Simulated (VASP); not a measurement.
# Cu (C2/c) in VASP: further runs

The runs below take Cu through single point, with PBEsol.

All numbers are computed with VASP 6.6.1; they aren't measurements. Logs are shortened: lines on timing, memory, paths and dates and some standing lists are left out, and cuts for length are marked.

### 1 The cell of the first run

The typed cell holds 2 atoms: a = 2.416 Å, b = 2.416 Å, c = 4.625 Å, α = 105.10°, β = 105.10°, γ = 120.04°.

This isn't the form of Cu at room conditions, which is fcc.

### 2 Single point, PBEsol (9.97 Å³/atom)

INCAR reads:

```
SYSTEM = Cu
ALGO = Normal ; EDIFF = 1E-6
ENCUT = 600 ; GGA = PS
GGA_COMPAT = .False. ; ISIF = 2
ISMEAR = -1 ; LASPH = .True.
LCHARG = .True. ; LELF = .True.
LREAL = .False. ; LVHAR = .True.
LWAVE = .False. ; NBANDS = 18
NELM = 120 ; PREC = Accurate
SIGMA = 0.1
```

KPOINTS reads:

```
k-points
0
Gamma
  18 18 9
  0 0 0
```

POSCAR reads:

```
Cu
1.0
   -1.6230102956      1.3365013609      1.1902425922
    1.3365013609     -1.6230102956      1.1902425922
    3.0371426062      3.0371426062     -1.7149842309
Cu
2
Direct
    0.9586026563      0.0413973437      0.0000000000
    0.7913973437      0.2086026563      0.5000000000
```

Potentials or basis: VASP PAW PBE potentials, release 64 (Cu).

Launch:

```
$ cat potpaw_PBE.64/Cu/POTCAR > POTCAR
$ mpirun -np 1 vasp_std > vasp.out
```

OUTCAR:

```text
SYSTEM = Cu
   EDIFF = 1E-6
   ENCUT = 600
   GGA = PS
   ISIF = 2
   ISMEAR = -1
   LASPH = .True.
   LREAL = .False.
   NELM = 120
   PREC = Accurate

 ion  position               nearest neighbor table
   1  0.959  0.041  0.000-   2 2.42   2 2.42   2 2.42   2 2.42   2 2.42   2 2.42
   2  0.791  0.209  0.500-   1 2.42   1 2.42   1 2.42   1 2.42   1 2.42   1 2.42

  Warning from LATTYP: Got some problem with cell dimensions!
  Tried to take original basis but could not verify dimensions!
  LATTYP: Found a base centered monoclinic cell.
 ALAT       =     2.4147224380
 B/A-ratio  =     1.7332764449
 C/A-ratio  =     1.6343493546
 COS(beta)  =    -0.0008450331

  Lattice vectors:

 A1 = (   1.6230102956,  -1.3365013609,  -1.1902425922)
 A2 = (  -1.3365013609,   1.6230102956,  -1.1902425922)
 A3 = (   2.7506336715,   2.7506336715,   0.6655009535)

Analysis of symmetry for initial positions (statically):
=====================================================================
 Subroutine PRICEL returns:
 Original cell was already a primitive cell.

 Routine SETGRP: Setting up the symmetry group for a
 base centered monoclinic supercell.

 Subroutine GETGRP returns: Found  4 space group operations
 (whereof  2 operations were pure point group operations)
 out of a pool of  4 trial point group operations.

The static configuration has the point symmetry C_2 .
 The point group associated with its full space group is C_2h.

Analysis of symmetry for dynamics (positions and initial velocities):
=====================================================================
 Subroutine PRICEL returns:
 Original cell was already a primitive cell.

 Routine SETGRP: Setting up the symmetry group for a
 base centered monoclinic supercell.

 Subroutine GETGRP returns: Found  4 space group operations
 (whereof  2 operations were pure point group operations)
 out of a pool of  4 trial point group operations.

The dynamic configuration has the point symmetry C_2 .
 The point group associated with its full space group is C_2h.

 Subroutine INISYM returns: Found  4 space group operations
 (whereof  2 operations are pure point group operations),
 and found     1 'primitive' translations

----------------------------------------------------------------------------------------

                                     Primitive cell

  volume of cell :      19.9427

  direct lattice vectors                    reciprocal lattice vectors
    -1.623010296  1.336501361  1.190242592    -0.041694399  0.296199185  0.450713956
     1.336501361 -1.623010296  1.190242592     0.296199185 -0.041694399  0.450713956
     3.037142606  3.037142606 -1.714984231     0.176632782  0.176632782  0.042518114

  length of vectors
     2.416004084  2.416004084  4.624893656     0.540939414  0.540939414  0.253389166

  position of ions in fractional coordinates (direct lattice)
     0.958602656  0.041397344  1.000000000
     0.791397344  0.208602656  0.500000000

  ion indices of the primitive-cell ions
   primitive index   ion index
                 1           1
                 2           2

----------------------------------------------------------------------------------------

 KPOINTS: k-points

Automatic generation of k-mesh.
 Grid dimensions read from file:
 generate k-points for:   18   18    9

 Generating k-lattice:

  Cartesian coordinates                     Fractional coordinates (reciprocal lattice)
    -0.002316356  0.016455510  0.025039664     0.055555556 -0.000000000  0.000000000
     0.016455510 -0.002316356  0.025039664    -0.000000000  0.055555556  0.000000000
     0.019625865  0.019625865  0.004724235    -0.000000000 -0.000000000  0.111111111

  Length of vectors
     0.030052190  0.030052190  0.028154352

  Shift w.r.t. Gamma in fractional coordinates (k-lattice)
     0.000000000  0.000000000  0.000000000

 Subroutine IBZKPT returns following result:
 ===========================================

 Found    775 irreducible k-points:

 Following reciprocal coordinates:
            Coordinates               Weight
  0.000000  0.000000  0.000000      1.000000
  0.055556 -0.000000  0.000000      4.000000
  0.111111 -0.000000  0.000000      4.000000
  0.166667 -0.000000  0.000000      4.000000
  0.222222 -0.000000 -0.000000      4.000000
  0.277778 -0.000000  0.000000      4.000000
[... 16 lines left out ...]
 -0.277778  0.055556 -0.000000      4.000000
 -0.222222  0.055556  0.000000      4.000000
 [... further k-points ...]
   k-points           NKPTS =    775   k-points in BZ     NKDIM =    775   number of bands    NBANDS=     18
   number of dos      NEDOS =    301   number of ions     NIONS =      2
   total plane-waves  NPLWV =  16000
   dimension x,y,z NGX =    20 NGY =   20 NGZ =   40
   dimension x,y,z NGXF=    40 NGYF=   40 NGZF=   80
   ions per type =               2
   NGX,Y,Z   is equivalent  to a cutoff of  13.76, 13.76, 14.38 a.u.
   NGXF,Y,Z  is equivalent  to a cutoff of  27.52, 27.52, 28.76 a.u.
 SYSTEM =  Cu
   PREC   = accura    normal or accurate (medium, high low for compatibility)
   ISTART =      0    job   : 0-new  1-cont  2-samecut
   ICHARG =      2    charge: 1-file 2-atom 10-const
   ISPIN  =      1    spin polarized calculation?
   LNONCOLLINEAR =      F non collinear calculations
   LSORBIT =      F    spin-orbit coupling
   LASPH  =      T    aspherical Exc in radial PAW
   ENCUT  =  600.0 eV  44.10 Ry    6.64 a.u.   4.83  4.83  9.24*2*pi/ulx,y,z
   NELM   =    120;   NELMIN=  2; NELMDL= -5     # of ELM steps
   EDIFF  = 0.1E-05   stopping-criterion for ELM
   LREAL  =      F    real-space projection
   EDIFFG = 0.1E-04   stopping-criterion for IOM
   NSW    =      0    number of steps for IOM
   IBRION =     -1    ionic relax: 0-MD 1-quasi-New 2-CG
   NFREE  =      0    steps in history (QN), initial steepest desc. (CG)
   ISIF   =      2    stress and relaxation
   ISYM   =      2    0-nonsym 1-usesym 2-fastsym
   POTIM  = 0.5000    time-step for ionic-motion
   TEBEG  =    0.0;   TEEND  =   0.0 temperature during run
   PSTRESS=    0.0 pullay stress
   NELECT =      22.0000    total number of electrons
   NUPDOWN=      -1.0000    fix difference up-down
   EMIN   =  10.00;   EMAX   =-10.00  energy-range for DOS
   EFERMI =   0.00;   METHOD = LEGACY
   ISMEAR =    -1;   SIGMA  =   0.10  broadening in eV -4-tet -1-fermi 0-gaus
   EFERMI_NEDOS =   21; number of points for ismear=-14 and -15
   IALGO  =     38    algorithm
   IMIX   =      4    mixing-type and parameters
     AMIX     =   0.40;   BMIX     =  1.00
     AMIX_MAG =   1.60;   BMIX_MAG =  1.00
  volume/ion in A,a.u.               =       9.97        67.29
  Fermi-wavevector in a.u.,A,eV,Ry     =   1.691561  3.196587 38.931417  2.861378
  Thomas-Fermi vector in A             =   2.773306
   LORBIT       =      0    0 simple, 1 ext, 2 COOP (PROOUT), +10 PAW based schemes
   GGA     = PS    functional components
   LHFCALC =     F    Hartree Fock is set to
   AEXX    =    0.0000 exact exchange contribution
   IVDW    =     0    specifies the selected vdW correction
   LEPSILON=     F    determine dielectric tensor
   LRPA    =     F    only Hartree local field effects (RPA)
 non-spin polarized calculation
  energy-cutoff  :      600.00
  volume of cell :       19.94
 maximum number of plane-waves:       681
   NGX =  9   NGY =  9   NGZ = 19

 number of electron      21.9999999 magnetization

 Free energy of the ion-electron system (eV)
  ---------------------------------------------------
  ext. energy  EPLUGINS =         0.00000000
  ---------------------------------------------------
  free energy    TOTEN  =        -8.37604298 eV

  energy without entropy =       -8.35445383  energy(sigma->0) =       -8.36524840

 E-fermi :   9.6670     XC(G=0): -13.9282

 val. band max:        9.6666276460   @ k =  -0.2222   0.3333   0.2222
 cond. band min:       9.6677862660   @ k =  -0.1667  -0.3333   0.2222
 fundamental gap:      0.0011586200
 Fermi energy:         9.6670241799

 k-point     1 :       0.0000    0.0000    0.0000
  band No.  band energies     occupation
      1      -1.0728      2.00000
      2       3.5322      2.00000
      3       6.0680      2.00000
      4       6.1421      2.00000
      5       6.1504      2.00000
      6       6.4188      2.00000
[... 10 lines left out ...]
     17      35.4914      0.00000
     18      35.5981      0.00000

 k-point     2 :       0.0556   -0.0000    0.0000
  band No.  band energies     occupation
      1      -0.9279      2.00000
      2       3.5869      2.00000
      3       5.9793      2.00000
      4       6.1826      2.00000
      5       6.2061      2.00000
      6       6.3850      2.00000
[... 10 lines left out ...]
     17      35.1599      0.00000
     18      35.8512      0.00000

 k-point     3 :       0.1111   -0.0000    0.0000
  band No.  band energies     occupation
      1      -0.4995      2.00000
      2       3.7442      2.00000
      3       5.8403      2.00000
      4       6.1425      2.00000
      5       6.2179      2.00000
      6       6.2853      2.00000
[... 10 lines left out ...]
     17      34.1717      0.00000
     18      35.1733      0.00000

 k-point     4 :       0.1667   -0.0000    0.0000
  band No.  band energies     occupation
      1       0.1909      2.00000
      2       3.9767      2.00000
      3       5.5752      2.00000
      4       5.7002      2.00000
      5       6.1037      2.00000
      6       6.3947      2.00000
[... 375 lines left out ...]
      4       5.4776      2.00000
      5       5.9508      2.00000
      6       6.4363      2.00000
[... 10 lines left out ...]
     17      30.1816      0.00000
     18      31.3868      0.00000

 k-point    23 :      -0.2778    0.0556   -0.0000
  band No.  band energies     occupation
      1       1.5622      2.00000
      2       4.3697      2.00000
      3       4.9629      2.00000
      4       5.5261      2.00000
      5       5.9069      2.00000
      6       6.3679      2.00000
[... 10 lines left out ...]
     17      31.5178      0.00000
     18      32.4092      0.00000

 k-point    24 :      -0.2222    0.0556    0.0000
  band No.  band energies     occupation
      1       0.6051      2.00000
      2       4.1879      2.00000
      3       5.3395      2.00000
      4       5.5893      2.00000
      5       6.0702      2.00000
      6       6.3476      2.00000
[... 10 lines left out ...]
     17      32.8623      0.00000
     18      33.2010      0.00000

 [... further k-points ...]

------------------------ aborting loop because EDIFF is reached ----------------------------------------

  FORCE on cell =-STRESS in cart. coord.  units (eV):
  Direction    XX          YY          ZZ          XY          YZ          ZX
  --------------------------------------------------------------------------------------
  -------------------------------------------------------------------------------------
  Total        3.7472776      3.7472776      3.6928726      0.0319571      0.0052662      0.0052662
  in kB      301.0524857    301.0524857    296.6816444      2.5673984      0.4230824      0.4230813
  external PRESSURE =     299.5955386 kB  Pullay stress =       0.0000000 kB

 VOLUME and BASIS-vectors are now :
 -----------------------------------------------------------------------------
  energy-cutoff  :      600.00
  volume of cell :       19.94
      direct lattice vectors                 reciprocal lattice vectors
    -1.623010296  1.336501361  1.190242592    -0.041694399  0.296199185  0.450713956
     1.336501361 -1.623010296  1.190242592     0.296199185 -0.041694399  0.450713956
     3.037142606  3.037142606 -1.714984231     0.176632782  0.176632782  0.042518114

 POSITION                                       TOTAL-FORCE (eV/Angst)
 -----------------------------------------------------------------------------------
     -1.50049      1.21399      1.19024         0.000910     -0.000910      0.000000
      0.51292      2.23771      0.33275        -0.000910      0.000910     -0.000000
 -----------------------------------------------------------------------------------
    total drift:                               -0.000000      0.000000     -0.000000

  FREE ENERGIE OF THE ION-ELECTRON SYSTEM (eV)
  ---------------------------------------------------
  free  energy   TOTEN  =        -8.3760429787 eV

  energy  without entropy=       -8.3544538284  energy(sigma->0) =       -8.36524840
```

Wall time 9.6 min (1 thread of Oxide Virtual Turin-like, shared host); peak memory 0.35 GiB.

What came out:

- Free energy: -8.3760 eV
- Pressure: 30.0 GPa
- Band gap on the k mesh: zero (bands 11 and 12 overlap by 6.63 eV)

Stress tensor (GPa, compression positive):
```
30.11  0.26  0.04
 0.26 30.11  0.04
 0.04  0.04 29.67
```

Caveat: the cell stands under pressure; the PAW data sets were made with another functional, which shifts forces and pressure a little.

### 3 Single point, PBEsol (10.42 Å³/atom)

This run uses another cell than the first one, of 10.42 Å³/atom.

INCAR reads:

```
SYSTEM = Cu
ALGO = Normal ; EDIFF = 1E-6
ENCUT = 600 ; GGA = PS
GGA_COMPAT = .FALSE. ; ISIF = 2
ISMEAR = -1 ; LASPH = .TRUE.
LCHARG = .TRUE. ; LELF = .TRUE.
LREAL = .FALSE. ; LVHAR = .TRUE.
LWAVE = .FALSE. ; NBANDS = 18
NELM = 120 ; PREC = Accurate
SIGMA = 0.1
```

KPOINTS reads:

```
k-points
0
G
  18 18 9
  0 0 0
```

POSCAR reads:

```
Cu
1.0
   -1.6472379018      1.3564520837      1.2080100265
    1.3564520837     -1.6472379018      1.2080100265
    3.0824797769      3.0824797769     -1.7405847847
Cu
2
Direct
    0.9586026563      0.0413973437      0.0000000000
    0.7913973437      0.2086026563      0.5000000000
```

Potentials or basis: VASP PAW PBE potentials, release 64 (Cu).

Launch:

```
$ cat potpaw_PBE.64/Cu/POTCAR > POTCAR
$ mpirun -np 1 vasp_std > vasp.out
```

Run time: 8.1 min. Hardware: 1 thread of Oxide Virtual Turin-like, shared host; peak memory 0.36 GiB.

It converged, with:

```yaml
Free_energy: -8.5103 eV
Pressure: 17.8 GPa
Band_gap_on_the_k_mesh: zero (bands 11 and 12 overlap by 6.43 eV)
```

Stress tensor (GPa, compression positive):
```
17.93  0.25  0.04
 0.25 17.93  0.04
 0.04  0.04 17.55
```

Levels at points of the mesh, in eV from the Fermi level:
| k point | band 7 | band 8 | band 9 | band 10 | band 11 | band 12 | band 13 | band 14 | band 15 | band 16 |
| --- | --- | --- | --- | --- | --- | --- | --- | --- | --- | --- |
| (0.00, 0.00, 0.00) | -3.09 | -2.75 | -2.74 | -1.84 | -1.84 | -1.39 | 4.43 | 22.38 | 23.69 | 23.72 |
| (0.50, 0.00, 0.00) | -2.08 | -2.08 | -1.65 | -1.65 | 0.36 | 0.37 | 5.56 | 5.58 | 17.43 | 17.43 |
| (0.50, 0.50, 0.00) | -3.06 | -1.73 | -1.67 | -1.61 | 0.02 | 1.83 | 8.36 | 8.90 | 11.47 | 12.26 |

Caveat: the cell stands under pressure; the PAW data sets were made with another functional, which shifts forces and pressure a little.

### 4 Single point, PBEsol (11.33 Å³/atom)

This run uses another cell than the first one, of 11.33 Å³/atom.

INCAR reads:

```
PREC     = Accurate       # precision mode
ENCUT    = 600            # plane-wave cutoff, eV
EDIFF    = 1E-6           # SCF threshold, eV
ISMEAR   = -1             # smearing method
SIGMA    = 0.1            # smearing width, eV
LREAL    = False          # projectors in reciprocal space
LASPH    = True           # aspherical terms in the spheres
NELM     = 120            # most SCF steps
ALGO     = Normal         # electronic algorithm
ISIF     = 2              # what is computed and relaxed
LWAVE    = False          # write WAVECAR
LCHARG   = False          # write CHGCAR
GGA      = PS             # functional
NBANDS   = 18             # bands
GGA_COMPAT= False
```

KPOINTS reads:

```
regular mesh
0
Gamma
  18 18 9
```

POSCAR reads:

```
Cu
1.0
   -1.6936631980      1.3946819531      1.2420562461
    1.3946819531     -1.6936631980      1.2420562461
    3.1693555322      3.1693555322     -1.7896409436
Cu
2
Direct
    0.9586026563      0.0413973437      0.0000000000
    0.7913973437      0.2086026563      0.5000000000
```

Launch:

```
$ cat potpaw_PBE.64/Cu/POTCAR > POTCAR
$ mpirun -np 1 vasp_std > vasp.out
```

Wall time 8.6 min (1 thread of Oxide Virtual Turin-like, shared host); peak memory 0.37 GiB.

Results (log left out):

- Free energy: -8.6081 eV
- Pressure: 0.7 GPa
- Band gap on the k mesh: zero (bands 11 and 12 overlap by 6.07 eV)

Stress tensor (GPa, compression positive):
```
0.81 0.25 0.04
0.25 0.81 0.04
0.04 0.04 0.50
```

Levels at points of the mesh, in eV from the Fermi level:
| k point | band 8 | band 9 | band 10 | band 11 | band 12 | band 13 | band 14 | band 15 |
| --- | --- | --- | --- | --- | --- | --- | --- | --- |
| (0.00, 0.00, 0.00) | -2.53 | -2.52 | -1.73 | -1.73 | -1.12 | 3.98 | 21.72 | 22.36 |
| (0.50, 0.00, 0.00) | -1.93 | -1.57 | -1.57 | 0.46 | 0.47 | 5.08 | 5.09 | 16.52 |
| (0.50, 0.50, 0.00) | -1.63 | -1.58 | -1.53 | 0.03 | 1.65 | 7.96 | 8.37 | 10.93 |

Caveat: the PAW data sets were made with another functional, which shifts forces and pressure a little.

(Continued in part 2 of 2.)

The gap in the log of VASP goes by the Fermi energy; the results here count the filled bands.